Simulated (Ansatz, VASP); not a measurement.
## ZrC in VASP and in Ansatz

Contents of INCAR:

```
SYSTEM = ZrC
  PREC = Accurate
  ENCUT = 520
  EDIFF = 1E-7
  ISMEAR = 0
  SIGMA = 0.15
  LREAL = .FALSE.
  LASPH = .TRUE.
  NELM = 60
  ALGO = Normal
  ISIF = 2
  LWAVE = .FALSE.
  LCHARG = .FALSE.
  GGA = PE
  NBANDS = 15
```

Contents of KPOINTS:

```
Automatic mesh
0
G
  18 18 18
  0 0 0
```

Contents of POSCAR:

```
ZrC
1.0
    0.0000000000      2.2562016000      2.3502100000
    2.2562016000      0.0000000000      2.3502100000
    2.2562016000      2.2562016000      0.0000000000
Zr C
1 1
Direct
    0.5000000000      0.5000000000      0.5000000000
    0.0000000000      0.0000000000      0.0000000000
```

Input for Ansatz:

```yaml
crystal:
  lattice:
    - [0.0, 2.2562016, 2.35021]
    - [2.2562016, 0.0, 2.35021]
    - [2.2562016, 2.2562016, 0.0]
  atoms:
    - { symbol: Zr, position: [0.5, 0.5, 0.5] }
    - { symbol: C, position: [0.0, 0.0, 0.0] }
basis:
  ecutwfc: 420
kpoints:
  mp_grid: { grid: [18, 18, 18] }
hamiltonian:
  xc: pbe
scf:
  occupations: { method: gaussian, width: 0.15 }
output:
  forces: true
  stress: true
  eigenvalues: true
```

Change from the starting cell: strain -0.040 along x and y, +0.000 along z, atoms carried along.

Alike in both runs: task single point; functional PBE; k mesh 18 × 18 × 18; occupations gaussian, width 0.15 eV; no spin polarisation.

|  | VASP | Ansatz |
| --- | --- | --- |
| version | VASP 6.6.1 | Ansatz 0.2.0 |
| potentials or method | VASP PAW PBE potentials, release 64 (Zr_sv, C), cutoff 520 eV | scalar-relativistic, plane waves, PAW |
| valence electrons in the cell | 16 | 16 |

VASP gave:

* gap on the k mesh at the Fermi level (eV): none
* pressure (GPa): 24.1
* traceless stress, the component that is largest in VASP (GPa): -13.42

**Question.** Which values does Ansatz return?

**Answer.** gap on the k mesh at the Fermi level (eV): none; pressure (GPa): 23.8; traceless stress, the component that is largest in VASP (GPa): -13.37.

A gap of «none» marks a metal or a gap that the smearing closes. The functional is the same, so the differences come from potentials, cutoffs and numerics.
